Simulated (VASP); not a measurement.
# Os (P6/mmm) in VASP: notebook, part 2 of 2

VASP 6.6.1. The steps go on from the part before.

## 4. Relaxation of cell and atoms, r2SCAN

Contents of POSCAR:

```
Os
1.0
    2.6082868248      0.0000000000      0.0000000000
   -1.3041434124      2.2588426506      0.0000000000
    0.0000000000      0.0000000000      2.4371180019
Os
1
Direct
    0.0000000000      0.0000000000      0.0000000000
```

Contents of INCAR.step1:

```
SYSTEM = Os
PREC = Accurate
ENCUT = 600
ISMEAR = 0
SIGMA = 0.1
LREAL = .False.
LASPH = .True.
NELM = 100
GGA = PE
ALGO = Normal
EDIFF = 1E-4
LWAVE = .True.
LCHARG = .False.
```

Contents of INCAR.step2:

```
SYSTEM = Os
PREC = Accurate
ENCUT = 600
EDIFF = 1E-7
ISMEAR = 0
SIGMA = 0.1
LREAL = .False.
LASPH = .True.
NELM = 100
ALGO = Normal
ISIF = 3
LWAVE = .False.
LCHARG = .False.
METAGGA = R2SCAN
LMIXTAU = .True.
IBRION = 2
NSW = 90
EDIFFG = -0.04
ISTART = 1
```

Contents of KPOINTS:

```
Automatic mesh
0
Gamma
  9 9 8
  0 0 0
```

Potentials or basis: VASP PAW PBE potentials, release 64 (Os).

On the command line:

```sh
$ cat potpaw_PBE.64/Os/POTCAR > POTCAR
$ cp INCAR.step1 INCAR
$ mpirun -np 1 vasp_std > vasp.out
$ cp INCAR.step2 INCAR
$ mpirun -np 1 vasp_std > vasp.out
```

OUTCAR:

```text
SYSTEM = Os
   PREC = Accurate
   ENCUT = 600
   EDIFF = 1E-7
   ISMEAR = 0
   LREAL = .False.
   LASPH = .True.
   NELM = 100
   ISIF = 3
   METAGGA = R2SCAN
   IBRION = 2
   NSW = 90
   EDIFFG = -0.04
   ISTART = 1

 ion  position               nearest neighbor table
   1  0.000  0.000  0.000-

  LATTYP: Found a hexagonal cell.
 ALAT       =     2.6082868248
 C/A-ratio  =     0.9343750000

  Lattice vectors:

 A1 = (   2.6082868248,   0.0000000000,   0.0000000000)
 A2 = (  -1.3041434124,   2.2588426506,   0.0000000000)
 A3 = (   0.0000000000,   0.0000000000,   2.4371180019)

Analysis of symmetry for initial positions (statically):
=====================================================================
 Subroutine PRICEL returns:
 Original cell was already a primitive cell.

 Routine SETGRP: Setting up the symmetry group for a
 hexagonal supercell.

 Subroutine GETGRP returns: Found 24 space group operations
 (whereof 24 operations were pure point group operations)
 out of a pool of 24 trial point group operations.

[... 168 lines left out ...]
  --------------------------------------------------------------------------------------
  -------------------------------------------------------------------------------------
  Total        2.9056609      2.9056609      2.3340043      0.0000000     -0.0000000      0.0000000
  in kB      324.2183763    324.2183763    260.4320073      0.0000000     -0.0000000      0.0000000
  external PRESSURE =     302.9562533 kB  Pullay stress =       0.0000000 kB
[... 197 lines left out ...]
--------------------------------------- Ionic step        7  -------------------------------------------

 number of electron       8.0000000 magnetization

 Free energy of the ion-electron system (eV)
  ---------------------------------------------------
  ext. energy  EPLUGINS =         0.00000000
  ---------------------------------------------------
  free energy    TOTEN  =       -51.84080746 eV

  energy without entropy =      -51.83496142  energy(sigma->0) =      -51.83788444

 E-fermi :   7.8107     XC(G=0): -14.5169

 val. band max:        7.7766551323   @ k =   0.2222   0.0000   0.5000
 cond. band min:       7.8395352953   @ k =   0.3333   0.1111   0.3750
 fundamental gap:      0.0628801630
 Fermi energy:         7.8107095538

 k-point     1 :       0.0000    0.0000    0.0000
  band No.  band energies     occupation
      1      -2.5038      2.00000
      2       1.1620      2.00000
      3       5.1254      2.00000
      4       5.1254      2.00000
      5      10.6656      0.00000
      6      10.6656      0.00000
      7      22.8210      0.00000
      8      25.4123      0.00000
[... 243 lines left out ...]
 k-point    24 :       0.3333    0.3333    0.1250
  band No.  band energies     occupation
      1       3.0982      2.00000
      2       3.8885      2.00000
      3       3.8885      2.00000
      4       7.5062      1.99998
      5       7.5062      1.99998
      6      13.9954      0.00000
      7      17.0242      0.00000
      8      17.0242      0.00000

 [... further k-points ...]
[... 5 lines left out ...]
  --------------------------------------------------------------------------------------
  -------------------------------------------------------------------------------------
  Total        0.0128054      0.0128054      0.0285778      0.0000000      0.0000000     -0.0000000
  in kB        1.3246364      1.3246364      2.9561995      0.0000000      0.0000000     -0.0000000
  external PRESSURE =       1.8684908 kB  Pullay stress =       0.0000000 kB
[... 16 lines left out ...]
  FREE ENERGIE OF THE ION-ELECTRON SYSTEM (eV)
  ---------------------------------------------------
  free  energy   TOTEN  =       -51.8408074626 eV

  energy  without entropy=      -51.8349614204  energy(sigma->0) =      -51.83788444

 reached required accuracy - stopping structural energy minimisation
```

OSZICAR.step1:

```text
N       E                     dE             d eps       ncg     rms          rms(c)
DAV:   1     0.368559492465E+02    0.36856E+02   -0.46499E+03   968   0.104E+03
DAV:   2    -0.945299427013E+01   -0.46309E+02   -0.45111E+02  1000   0.228E+02
DAV:   3    -0.104620442723E+02   -0.10091E+01   -0.99856E+00  1216   0.337E+01
DAV:   4    -0.104653690647E+02   -0.33248E-02   -0.33242E-02  1280   0.217E+00
DAV:   5    -0.104653725724E+02   -0.35077E-05   -0.35067E-05  1224   0.397E-02    0.161E+01
DAV:   6    -0.101139814126E+02    0.35139E+00   -0.43796E-01  1176   0.563E+00    0.814E+00
DAV:   7    -0.100064896855E+02    0.10749E+00   -0.30417E-01  1272   0.448E+00    0.881E-01
DAV:   8    -0.100030120776E+02    0.34776E-02   -0.28141E-03  1032   0.642E-01    0.121E-01
DAV:   9    -0.100030115353E+02    0.54236E-06   -0.28230E-04  1208   0.179E-01
   1 F= -.10003012E+02 E0= -.99998294E+01  d E =-.636432E-02
```

Wall time 3.1 min (1 thread of AMD EPYC 7R13 (Zen 3), shared host); peak memory 0.12 GiB.

What came out:

| Property | Result |
| --- | --- |
| Free energy | -51.8408 eV |
| Relaxed volume | 15.49 Å³/atom |
| Relaxed cell | a = 2.695 Å, b = 2.695 Å, c = 2.462 Å, α = 90.00°, β = 90.00°, γ = 120.00° |
| Space group after relaxing (to 0.1 Å) | P6/mmm (No. 191) |
| Pressure after relaxing | 0.2 GPa |
| Band gap on the k mesh | zero (bands 4 and 5 overlap by 4.66 eV) |

Final structure:
```
CELL_PARAMETERS angstrom
2.69511 0.00000 0.00000
-1.34755 2.33403 0.00000
0.00000 0.00000 2.46220
ATOMIC_POSITIONS crystal
Os 0.00000 0.00000 0.00000
```

Levels at points of the mesh, in eV from the Fermi level:
| k point | band 2 | band 3 | band 4 | band 5 | band 6 | band 7 |
| --- | --- | --- | --- | --- | --- | --- |
| (0.00, 0.00, 0.00) | -6.65 | -2.69 | -2.69 | 2.85 | 2.85 | 15.01 |
| (0.00, 0.00, 0.50) | -1.76 | -1.76 | -1.10 | -1.10 | -1.00 | 9.06 |

Caveat: the PAW data sets were made with another functional, which shifts forces and pressure a little; spin-orbit coupling is left out, which moves the levels of the heavy elements.

## 5. Single point, r2SCAN

This run uses another cell than the first one, of 15.48 Å³/atom.

Contents of POSCAR:

```
Os
1.0
    2.6500710746      0.0000000000      0.0000000000
   -1.3250355373      2.2950288724      0.0000000000
    0.0000000000      0.0000000000      2.5455666102
Os
1
Direct
    0.0000000000      0.0000000000      0.0000000000
```

Contents of INCAR.step1:

```
SYSTEM = Os
PREC     = Accurate       ! precision mode
ENCUT    = 520            ! plane-wave cutoff, eV
ISMEAR   = 0              ! smearing method
SIGMA    = 0.1            ! smearing width, eV
LREAL    = .False.        ! projectors in reciprocal space
LASPH    = .True.         ! aspherical terms in the spheres
NELM     = 60             ! most SCF steps
NBANDS   = 10             ! bands
GGA      = PE             ! functional
ALGO     = Normal         ! electronic algorithm
EDIFF    = 1E-4           ! SCF threshold, eV
LWAVE    = .True.         ! write WAVECAR
LCHARG   = .False.        ! write CHGCAR
```

Contents of INCAR.step2:

```
SYSTEM = Os
PREC     = Accurate       ! precision mode
ENCUT    = 520            ! plane-wave cutoff, eV
EDIFF    = 1E-6           ! SCF threshold, eV
ISMEAR   = 0              ! smearing method
SIGMA    = 0.1            ! smearing width, eV
LREAL    = .False.        ! projectors in reciprocal space
LASPH    = .True.         ! aspherical terms in the spheres
NELM     = 60             ! most SCF steps
ALGO     = Normal         ! electronic algorithm
ISIF     = 2              ! what is computed and relaxed
LWAVE    = .False.        ! write WAVECAR
LCHARG   = .False.        ! write CHGCAR
METAGGA  = R2SCAN         ! meta-GGA
LMIXTAU  = .True.       
NBANDS   = 10             ! bands
ISTART   = 1
```

Contents of KPOINTS:

```
Automatic mesh
0
Gamma
  24 24 22
  0 0 0
```

On the command line:

```sh
$ cat potpaw_PBE.64/Os/POTCAR > POTCAR
$ cp INCAR.step1 INCAR
$ mpirun -np 1 vasp_std > vasp.out
$ cp INCAR.step2 INCAR
$ mpirun -np 1 vasp_std > vasp.out
```

It took 4.3 min on 1 thread of AMD EPYC 7R13 (Zen 3), shared host; peak memory 0.19 GiB.

It converged, with:

```yaml
Free_energy: -51.8069 eV
Pressure: 0.7 GPa
Band_gap_on_the_k_mesh: zero (bands 4 and 5 overlap by 5.22 eV)
```

Stress tensor (GPa, compression positive):
```
0.82 0.00 0.00
0.00 0.82 0.00
0.00 0.00 0.51
```

Levels at points of the mesh, in eV from the Fermi level:
```tsv
k point	band 1	band 2	band 3	band 4	band 5	band 6	band 7	band 8
(0.00, 0.00, 0.00)	-10.27	-6.40	-2.60	-2.60	2.73	2.73	15.52	16.05
(0.50, 0.00, 0.00)	-7.23	-5.33	-0.92	-0.09	1.93	3.38	8.75	14.50
(0.00, 0.00, 0.50)	-7.08	-1.89	-1.89	-1.32	-0.43	-0.43	7.74	18.83
(0.50, 0.00, 0.50)	-6.89	-5.76	-1.78	3.69	4.73	5.99	6.02	15.75
```

Caveat: the PAW data sets were made with another functional, which shifts forces and pressure a little; spin-orbit coupling is left out, which moves the levels of the heavy elements.

## 6. Summary

| task | cell | k mesh | cutoff (eV) | gap on the mesh (eV) | pressure (GPa) |
| --- | --- | --- | --- | --- | --- |
| single point | a = 2.608, b = 2.608, c = 2.437 Å, angles 90.0, 90.0, 120.0°, 1 atom | 9 × 9 × 8 | 520 | none | 30.2 |
| single point | a = 2.692, b = 2.692, c = 2.464 Å, angles 90.0, 90.0, 120.0°, 1 atom | 9 × 9 × 8 | 520 | none | 0.8 |
| relaxation of cell and atoms | relaxed from a = 2.608, b = 2.608, c = 2.437 Å, angles 90.0, 90.0, 120.0°, 1 atom | 9 × 9 × 8 | 600 | none | 0.2 |
| single point | a = 2.650, b = 2.650, c = 2.546 Å, angles 90.0, 90.0, 120.0°, 1 atom | 24 × 24 × 22 | 520 | none | 0.7 |

Alike in all rows: level r2SCAN; potentials or basis VASP PAW PBE potentials, release 64 (Os); no spin polarisation; smearing gaussian 0.1 eV.

Caveats: the PAW data sets were made with another functional, which shifts forces and pressure a little; spin-orbit coupling is left out, which moves the levels of the heavy elements; the cell stands under pressure (at least some runs).

Total energies depend on the potentials used, so only differences within one code and one set of settings carry meaning.
